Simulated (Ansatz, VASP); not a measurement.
BaTe in VASP and in Ansatz

Contents of INCAR:

```
SYSTEM = BaTe
PREC = Accurate ; ENCUT = 520
EDIFF = 1E-6 ; ISMEAR = -1
SIGMA = 0.05 ; LREAL = .False.
LASPH = .True. ; NELM = 150
ALGO = Normal ; ISIF = 2
LWAVE = .False. ; LCHARG = .False.
MAGMOM = 0 0 0 0 0 0 ; LORBIT = 11
LSORBIT = .True. ; GGA_COMPAT = .False.
LORBMOM = .True. ; GGA = PE
NBANDS = 28
```

File KPOINTS:

```
Automatic mesh
0
Gamma
  10 10 10
  0 0 0
```

POSCAR

```
BaTe
1.0
    0.0000000000      3.4100000000      3.4100000000
    3.4100000000      0.0000000000      3.4100000000
    3.4100000000      3.4100000000      0.0000000000
Ba Te
1 1
Direct
    0.0000000000      0.0000000000      0.0000000000
    0.5000000000      0.5000000000      0.5000000000
```

Input for Ansatz:

```yaml
crystal:
  lattice:
    - [0.0, 3.41, 3.41]
    - [3.41, 0.0, 3.41]
    - [3.41, 3.41, 0.0]
  atoms:
    - { symbol: Ba, position: [0.0, 0.0, 0.0] }
    - { symbol: Te, position: [0.5, 0.5, 0.5] }
kpoints:
  mp_grid: { grid: [10, 10, 10] }
  band_path:
    path:
      - [0.0, 0.0, 0.0]
      - [0.5, 0.0, 0.5]
      - [0.625, 0.25, 0.625]
      - [0.375, 0.375, 0.75]
      - [0.0, 0.0, 0.0]
      - [0.5, 0.5, 0.5]
      - [0.5, 0.25, 0.75]
      - [0.5, 0.0, 0.5]
    npoints: 5
scf:
  occupations: { method: fermi_dirac, width: 0.05 }
hamiltonian:
  xc: pbe
  pseudopotentials: { kind: all_electron, lapw: { basis_error: 0.00025 } }
output:
  forces: true
  stress: true
  eigenvalues: true
magnetization:
  noncollinear: true
  spin_orbit: true
```

Alike in both runs: task single point; functional PBE; k mesh 10 × 10 × 10; occupations fermi-dirac, width 0.05 eV; non-collinear spin, spin-orbit coupling.

|  | VASP | Ansatz |
| --- | --- | --- |
| version | VASP 6.6.1 | Ansatz 0.2.0 |
| potentials or method | VASP PAW PBE potentials, release 64 (Ba_sv, Te), cutoff 520 eV | all-electron LAPW |

|  | VASP | Ansatz | Ansatz less VASP |
| --- | --- | --- | --- |
| pressure (GPa) | 4.2 | 3.8 | -0.44 |
| net moment per atom (μB) | 0.00 | 0.00 | 0.000 |

Ansatz ran all-electron here, and VASP with PAW potentials.
